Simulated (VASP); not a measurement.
## SiC: relaxation of cell and atoms with PBE

SiC, a slab with vacuum:

```xyz
2
Lattice="1.5863 0.0000 0.0000 -0.7931 1.3738 0.0000 0.0000 0.0000 12.8536" Properties=species:S:1:pos:R:3 pbc="T T T"
Si    0.7931    0.4579    0.0000
C     0.0000    0.9158    0.0000
```

* Program: VASP 6.6.1
* Task: relaxation of cell and atoms
* Functional: PBE
* Potentials or basis: VASP PAW PBE potentials, release 64 (Si, C_h)
* Cutoff: 910 eV
* k mesh: 12 × 12 × 2
* Occupations: gaussian, width 0.1 eV
* Spin: no spin polarisation
* Dipole correction: no
* Further INCAR settings: ALGO = Normal; EDIFF = 1e-07; IBRION = 2; EDIFFG = -0.04; NSW = 90; ISIF = 3

- Relaxed volume: 19.17 Å³/atom
- Relaxed cell: a = 3.001 Å, b = 3.001 Å, c = 4.917 Å, α = 90.00°, β = 90.00°, γ = 120.00°
- Space group after relaxing (to 0.1 Å): P-6m2 (No. 187)
- Band gap on the k mesh: 2.46 eV (least direct gap 2.84 eV)

Final structure:
```cif
data_structure
_symmetry_space_group_name_H-M 'P 1'
_symmetry_Int_Tables_number 1
_cell_length_a 3.0010
_cell_length_b 3.0010
_cell_length_c 4.9170
_cell_angle_alpha 90.000
_cell_angle_beta 90.000
_cell_angle_gamma 120.000
_cell_volume 38.35
loop_
_atom_site_label
_atom_site_type_symbol
_atom_site_fract_x
_atom_site_fract_y
_atom_site_fract_z
_atom_site_occupancy
Si1 Si 0.66667 0.33333 0.00000 1
C1 C 0.33333 0.66667 0.00000 1
```

Levels at points of the mesh, in eV from the valence-band top:
```tsv
k point	band 2	band 3	band 4	band 5	band 6	band 7
(0.00, 0.00, 0.00)	-3.77	-0.57	-0.57	2.53	8.28	8.35
(0.50, 0.00, 0.00)	-7.86	-2.38	-0.67	3.16	4.33	7.81
(0.00, 0.00, 0.50)	-4.24	-0.57	-0.57	5.40	5.99	8.37
(0.50, 0.00, 0.50)	-7.84	-2.37	-0.92	2.46	4.57	9.80
```

Run time: 3.4 min on 1 thread of Intel(R) Xeon(R) Platinum 8559C (Emerald Rapids), on a shared host, peak memory 0.18 GiB.

Caveat: the cutoff is under 1.25 times the usual one of these potentials, so pressure, stress and relaxed cells hold a basis-set (Pulay) error; the volume moved by over 15 % at a fixed basis, so the end points are rough.
